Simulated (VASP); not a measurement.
The system is NiO.

```xyz
2
Lattice="0.0000 2.0859 2.0859 2.0859 0.0000 2.0859 2.0859 2.0859 0.0000" Properties=species:S:1:pos:R:3 pbc="T T T"
Ni    0.0000    0.0000    0.0000
O     2.0859    2.0859    2.0859
```

```yaml
Program: VASP 6.6.1
Task: relaxation of cell and atoms
Functional: PBE
Potentials_or_basis: VASP PAW PBE potentials, release 64 (Ni, O)
Cutoff: 600 eV
k_mesh: 18 × 18 × 18
Occupations: gaussian, width 0.1 eV
Spin: collinear spin, ferromagnetic start
Starting_moments: "[1.61, 0.33] μB"
```

At the start: pressure 4.9 GPa; volume 9.08 Å³/atom.

Q: Where does the relaxation end?

A: Over 3 steps the energy falls by 3.9 meV/atom and the volume is 9.34 Å³/atom (+2.9 %); space group Fm-3m (No. 225, to 0.05 Å); moment 1.76 μB per cell.

The path:
```
step  energy change (eV)  largest force (eV/Å)  pressure (GPa)  volume (Å³)
   1              0.0000                0.0000            4.95        18.15
   2             -0.0064                0.0000           -1.96        18.90
   3             -0.0078                0.0000            0.01        18.67
```

Final structure:
```yaml
crystal:
  lattice:
    - [0.00000, 2.10559, 2.10559]
    - [2.10559, 0.00000, 2.10559]
    - [2.10559, 2.10559, 0.00000]
  atoms:
    - { symbol: Ni, position: [0.00000, 0.00000, 0.00000] }
    - { symbol: O, position: [0.50000, 0.50000, 0.50000] }
```

Caveat: a cell with one magnetic atom can't hold antiferromagnetic order, which such compounds often take.
